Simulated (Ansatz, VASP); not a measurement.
Two plane-wave programs on TlCl

```
Tl Cl
1.0
     3.83883    0.00000    0.00000
     0.00000    3.83883    0.00000
     0.00000    0.00000    3.83883
Tl Cl
1 1
Direct
  0.00000 0.00000 0.00000
  0.50000 0.50000 0.50000
```

Alike in both runs: task single point; functional PBE-based screened hybrid; k mesh 4 × 4 × 4; no spin polarisation.

```csv
,VASP,Ansatz
version,VASP 6.6.1,Ansatz 0.2.0
potentials or method,"VASP PAW PBE potentials, release 64 (Tl_d, Cl)",plane waves
plane-wave cutoff (eV),400,420
occupations,"gaussian, width 0.01 eV",fixed
valence electrons in the cell,20,20
```

Ansatz gave:

```
gap on the k mesh at the Fermi level (eV) : 2.31
pressure (GPa)                            : 1.1
```

Estimate VASP's values.

gap on the k mesh at the Fermi level (eV): 2.32; pressure (GPa): 1.0.

VASP's potentials were made for PBE, not for PBE-based screened hybrid. Ansatz's warnings: stress exchange threshold loose, stress scf threshold loose.

Neither program's run includes spin-orbit coupling.
